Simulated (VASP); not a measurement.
# Ru (P6_3/mmc) in VASP: notebook, part 2 of 2

VASP 6.6.1. Earlier steps stand in the parts before.

## Step 4: Single point, LDA

This run uses another cell than the first one, of 14.16 Å³/atom.

INCAR

```
SYSTEM = Ru
ALGO = Fast
EDIFF = 1E-7
ENCUT = 520
GGA = CA
ISIF = 2
ISMEAR = 0
LASPH = .True.
LCHARG = .False.
LREAL = .False.
LWAVE = .False.
NBANDS = 21
NELM = 80
PREC = Accurate
SIGMA = 0.15
```

KPOINTS

```
k-points
0
Gamma
  21 21 10
  0 0 0
```

POSCAR

```
Ru
1.0
    2.7810211546      0.0000000000      0.0000000000
   -1.3905105773      2.4084349683      0.0000000000
    0.0000000000      0.0000000000      4.2267610266
Ru
2
Direct
    0.3333333333      0.6666666667      0.2500000000
    0.6666666667      0.3333333333      0.7500000000
```

Potentials or basis: VASP PAW LDA potentials, release 64 (Ru_pv).

Run with:

```bash
cat potpaw_LDA.64/Ru_pv/POTCAR > POTCAR
mpirun -np 1 vasp_std > vasp.out
```

OUTCAR:

```text
SYSTEM = Ru
   EDIFF = 1E-7
   ENCUT = 520
   GGA = CA
   ISIF = 2
   ISMEAR = 0
   LASPH = .True.
   LREAL = .False.
   NELM = 80
   PREC = Accurate

 ion  position               nearest neighbor table
   1  0.333  0.667  0.250-   2 2.65   2 2.65   2 2.65   2 2.65   2 2.65   2 2.65
   2  0.667  0.333  0.750-   1 2.65   1 2.65   1 2.65   1 2.65   1 2.65   1 2.65

  LATTYP: Found a hexagonal cell.
 ALAT       =     2.7810211546
 C/A-ratio  =     1.5198593580

  Lattice vectors:

 A1 = (   2.7810211546,   0.0000000000,   0.0000000000)
 A2 = (  -1.3905105773,   2.4084349683,   0.0000000000)
 A3 = (   0.0000000000,   0.0000000000,   4.2267610266)

Analysis of symmetry for initial positions (statically):
=====================================================================
 Subroutine PRICEL returns:
 Original cell was already a primitive cell.

 Routine SETGRP: Setting up the symmetry group for a
 hexagonal supercell.

 Subroutine GETGRP returns: Found 24 space group operations
 (whereof 12 operations were pure point group operations)
 out of a pool of 24 trial point group operations.

The static configuration has the point symmetry D_3d.
 The point group associated with its full space group is D_6h.

Analysis of symmetry for dynamics (positions and initial velocities):
=====================================================================
 Subroutine PRICEL returns:
 Original cell was already a primitive cell.

 Routine SETGRP: Setting up the symmetry group for a
 hexagonal supercell.

 Subroutine GETGRP returns: Found 24 space group operations
 (whereof 12 operations were pure point group operations)
 out of a pool of 24 trial point group operations.

The dynamic configuration has the point symmetry D_3d.
 The point group associated with its full space group is D_6h.

 Subroutine INISYM returns: Found 24 space group operations
 (whereof 12 operations are pure point group operations),
 and found     1 'primitive' translations

----------------------------------------------------------------------------------------

[... 112 lines left out ...]
     AMIX_MAG =   1.60;   BMIX_MAG =  1.00
  volume/ion in A,a.u.               =      14.16        95.52
  Fermi-wavevector in a.u.,A,eV,Ry     =   1.631092  3.082318 36.197784  2.660462
  Thomas-Fermi vector in A             =   2.723285
   LORBIT       =      0    0 simple, 1 ext, 2 COOP (PROOUT), +10 PAW based schemes
   GGA     = CA    functional components
   LHFCALC =     F    Hartree Fock is set to
   AEXX    =    0.0000 exact exchange contribution
   IVDW    =     0    specifies the selected vdW correction
   LEPSILON=     F    determine dielectric tensor
   LRPA    =     F    only Hartree local field effects (RPA)
 non-spin polarized calculation
 RMM-DIIS sequential band-by-band and
 Gauss-broadening in eV      SIGMA  =   0.15
  energy-cutoff  :      520.00
  volume of cell :       28.31
 maximum number of plane-waves:       778
 NGX is ok and might be reduce to    24
   NGX = 11   NGY = 11   NGZ = 15

 number of electron      27.9999992 magnetization

 Free energy of the ion-electron system (eV)
  ---------------------------------------------------
  ext. energy  EPLUGINS =         0.00000000
  ---------------------------------------------------
  free energy    TOTEN  =       -21.21194900 eV

  energy without entropy =      -21.18922048  energy(sigma->0) =      -21.20058474

 E-fermi :  11.9550     XC(G=0): -14.1235

 val. band max:       11.9545914043   @ k =   0.3333   0.0000   0.0000
 cond. band min:      11.9554656503   @ k =   0.1429   0.0952   0.3000
 fundamental gap:      0.0008742460
 Fermi energy:        11.9550096932

 k-point     1 :       0.0000    0.0000    0.0000
  band No.  band energies     occupation
      1     -31.4237      2.00000
      2     -30.5878      2.00000
      3     -30.5878      2.00000
      4     -30.4008      2.00000
      5     -30.4008      2.00000
      6     -30.3234      2.00000
[... 565 lines left out ...]
     20      21.9624      0.00000
     21      22.0580      0.00000

 [... further k-points ...]

------------------------ aborting loop because EDIFF is reached ----------------------------------------

  FORCE on cell =-STRESS in cart. coord.  units (eV):
  Direction    XX          YY          ZZ          XY          YZ          ZX
  --------------------------------------------------------------------------------------
  -------------------------------------------------------------------------------------
  Total       -4.6816674     -4.6816674     -2.3755077      0.0000000      0.0000000     -0.0000000
  in kB     -264.9501850   -264.9501850   -134.4374027      0.0000000      0.0000000     -0.0000000
  external PRESSURE =    -221.4459242 kB  Pullay stress =       0.0000000 kB

 VOLUME and BASIS-vectors are now :
 -----------------------------------------------------------------------------
  energy-cutoff  :      520.00
  volume of cell :       28.31
      direct lattice vectors                 reciprocal lattice vectors
     2.781021155  0.000000000  0.000000000     0.359580149  0.207603696  0.000000000
    -1.390510577  2.408434968  0.000000000     0.000000000  0.415207391  0.000000000
     0.000000000  0.000000000  4.226761027     0.000000000  0.000000000  0.236587778

 POSITION                                       TOTAL-FORCE (eV/Angst)
 -----------------------------------------------------------------------------------
     -0.00000      1.60562      1.05669         0.000000      0.000000      0.000000
      1.39051      0.80281      3.17007        -0.000000      0.000000      0.000000
 -----------------------------------------------------------------------------------
    total drift:                               -0.000000      0.000000     -0.000000

  FREE ENERGIE OF THE ION-ELECTRON SYSTEM (eV)
  ---------------------------------------------------
  free  energy   TOTEN  =       -21.2119490024 eV

  energy  without entropy=      -21.1892204801  energy(sigma->0) =      -21.20058474
```

OSZICAR:

```text
N       E                     dE             d eps       ncg     rms          rms(c)
DAV:   1     0.284750124232E+03    0.28475E+03   -0.17500E+04 12104   0.147E+03
DAV:   2    -0.168331106126E+02   -0.30158E+03   -0.29232E+03 12496   0.442E+02
DAV:   3    -0.227021486168E+02   -0.58690E+01   -0.58324E+01 14136   0.691E+01
DAV:   4    -0.227474953420E+02   -0.45347E-01   -0.45285E-01 15543   0.575E+00
DAV:   5    -0.227480542567E+02   -0.55891E-03   -0.55513E-03 13739   0.554E-01    0.168E+01
RMM:   6    -0.212976772085E+02    0.14504E+01   -0.33369E+00 12274   0.148E+01    0.384E+00
RMM:   7    -0.212222337379E+02    0.75443E-01   -0.33068E-01 13134   0.393E+00    0.909E-01
RMM:   8    -0.212134483129E+02    0.87854E-02   -0.22253E-02 13701   0.146E+00    0.476E-01
RMM:   9    -0.212118986785E+02    0.15496E-02   -0.28929E-03 13897   0.500E-01    0.421E-02
RMM:  10    -0.212119414608E+02   -0.42782E-04   -0.43812E-04 14396   0.201E-01    0.165E-02
RMM:  11    -0.212119484027E+02   -0.69419E-05   -0.58004E-05 15149   0.481E-02    0.577E-03
RMM:  12    -0.212119488987E+02   -0.49608E-06   -0.78748E-06 15759   0.184E-02    0.292E-03
RMM:  13    -0.212119489941E+02   -0.95393E-07   -0.11657E-06 14645   0.819E-03    0.703E-04
RMM:  14    -0.212119490024E+02   -0.82659E-08   -0.13225E-07 10179   0.303E-03
   1 F= -.21211949E+02 E0= -.21200585E+02  d E =-.227285E-01
```

It took 90 s on 1 thread of AMD EPYC 9R45 (Zen 5), shared host; peak memory 0.21 GiB.

Results:

```yaml
Free_energy: -21.2119 eV
Pressure: -22.1 GPa
Band_gap_on_the_k_mesh: zero (bands 14 and 15 overlap by 2.98 eV)
```

Stress tensor (GPa, compression positive):
```
-26.50   0.00   0.00
  0.00 -26.50   0.00
  0.00   0.00 -13.44
```

Levels at points of the mesh, in eV from the Fermi level:
```
           k point  band 10  band 11  band 12  band 13  band 14  band 15  band 16  band 17  band 18  band 19
(0.00, 0.00, 0.00)    -2.51    -1.95    -1.78    -1.78    -1.62    -1.62     1.11     1.11     1.70     9.99
(0.00, 0.00, 0.50)    -2.77    -2.77    -2.77    -2.40    -2.40     0.54     0.54     0.54     0.54    10.01
```

Caveat: the stress differs along the axes, from -26 to -13 GPa.

## Step 5: Single point, LDA

This run uses another cell than the first one, of 13.09 Å³/atom.

INCAR

```
PREC     = Accurate       # precision mode
ENCUT    = 520            # plane-wave cutoff, eV
EDIFF    = 1E-7           # SCF threshold, eV
ISMEAR   = 0              # smearing method
SIGMA    = 0.15           # smearing width, eV
LREAL    = F              # projectors in reciprocal space
LASPH    = T              # aspherical terms in the spheres
NELM     = 60             # most SCF steps
ALGO     = Normal         # electronic algorithm
ISIF     = 2              # what is computed and relaxed
LWAVE    = F              # write WAVECAR
LCHARG   = T              # write CHGCAR
GGA      = CA             # functional
LELF     = T              # ELF
LVHAR    = T            
NBANDS   = 21             # bands
```

KPOINTS

```
regular mesh
0
Gamma
  21 21 10
```

POSCAR

```
Ru
1.0
    2.6740588025      0.0000000000      0.0000000000
   -1.3370294013      2.3158028542      0.0000000000
    0.0000000000      0.0000000000      4.2267610266
Ru
2
Direct
    0.3333333333      0.6666666667      0.2500000000
    0.6666666667      0.3333333333      0.7500000000
```

Run with:

```bash
cat potpaw_LDA.64/Ru_pv/POTCAR > POTCAR
mpirun -np 1 vasp_std > vasp.out
```

It took 60 s on 1 thread of AMD EPYC 9R45 (Zen 5), shared host; peak memory 0.2 GiB.

Results (log left out):

| Item | Value |
| --- | --- |
| Free energy | -21.3969 eV |
| Pressure | 1.0 GPa |
| Band gap on the k mesh | zero (bands 14 and 15 overlap by 3.26 eV) |

Stress tensor (GPa, compression positive):
```
1.05 0.00 0.00
0.00 1.05 0.00
0.00 0.00 0.90
```

Levels at points of the mesh, in eV from the Fermi level:
| k point | band 10 | band 11 | band 12 | band 13 | band 14 | band 15 | band 16 | band 17 | band 18 | band 19 |
| --- | --- | --- | --- | --- | --- | --- | --- | --- | --- | --- |
| (0.00, 0.00, 0.00) | -2.77 | -2.57 | -2.04 | -2.04 | -1.49 | -1.49 | 1.25 | 1.25 | 1.34 | 9.93 |
| (0.00, 0.00, 0.50) | -2.95 | -2.95 | -2.95 | -2.85 | -2.85 | 0.58 | 0.58 | 0.58 | 0.58 | 9.94 |

## Step 6: The runs side by side

| cell | gap on the mesh (eV) | pressure (GPa) |
| --- | --- | --- |
| a = 2.621, b = 2.621, c = 4.227 Å, angles 90.0, 90.0, 120.0°, 2 atoms | none | 17.4 |
| a = 2.728, b = 2.728, c = 4.227 Å, angles 90.0, 90.0, 120.0°, 2 atoms | none | -12.0 |
| a = 2.781, b = 2.781, c = 4.227 Å, angles 90.0, 90.0, 120.0°, 2 atoms | none | -22.1 |
| a = 2.674, b = 2.674, c = 4.227 Å, angles 90.0, 90.0, 120.0°, 2 atoms | none | 1.0 |

Alike in all rows: task single point; level LDA; potentials or basis VASP PAW LDA potentials, release 64 (Ru_pv); no spin polarisation; k mesh 21 × 21 × 10; cutoff (eV) 520; smearing gaussian 0.15 eV.

Caveats: the stress differs along the axes, from 10 to 21 GPa (at least some runs); the stress differs along the axes, from -15 to -7 GPa (at least some runs); the stress differs along the axes, from -26 to -13 GPa (at least some runs).

Total energies depend on the potentials used, so only differences within one code and one set of settings carry meaning.
